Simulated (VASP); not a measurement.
A run of VASP 6.6.1:

File INCAR:

```
SYSTEM = AlN
ALGO = Normal
EDIFF = 1E-6
ENCUT = 520
GGA = PS
ISIF = 2
ISMEAR = 0
LASPH = .True.
LCHARG = .False.
LREAL = .False.
LWAVE = .False.
NBANDS = 16
NELM = 60
PREC = Accurate
SIGMA = 0.01
```

Contents of KPOINTS:

```
k-points
0
Gamma
  9 9 7
  0 0 0
```

Contents of POSCAR:

```
AlN
1.0
    1.5776693980     -2.7325233973      0.0000000000
    1.5776693980      2.7325233973      0.0000000000
    0.0000000000      0.0000000000      4.5752412543
Al N
2 2
Direct
    0.0000013202     -0.0000013202      0.0081568468
    0.6666653465      0.3333346535      0.5081568468
    0.0000029449     -0.0000029449      0.4178431532
    0.6666637218      0.3333362782      0.9178431532
```

Potentials or basis: VASP PAW PBE potentials, release 64 (Al, N).

The run is started by

```bash
$ cat potpaw_PBE.64/Al/POTCAR potpaw_PBE.64/N/POTCAR > POTCAR
$ mpirun -np 1 vasp_std > vasp.out
```

Hardware: 1 thread of Intel(R) Xeon(R) Platinum 8259CL CPU @ 2.50GHz (Skylake/Cascade Lake) (shared host).

**Question.** How long does it take, and how much memory?

**Answer.** It took 33 s on 1 thread of Intel(R) Xeon(R) Platinum 8259CL CPU @ 2.50GHz (Skylake/Cascade Lake), on a shared host, peak memory 0.18 GiB. Counts: scf iterations 12, k points 100.
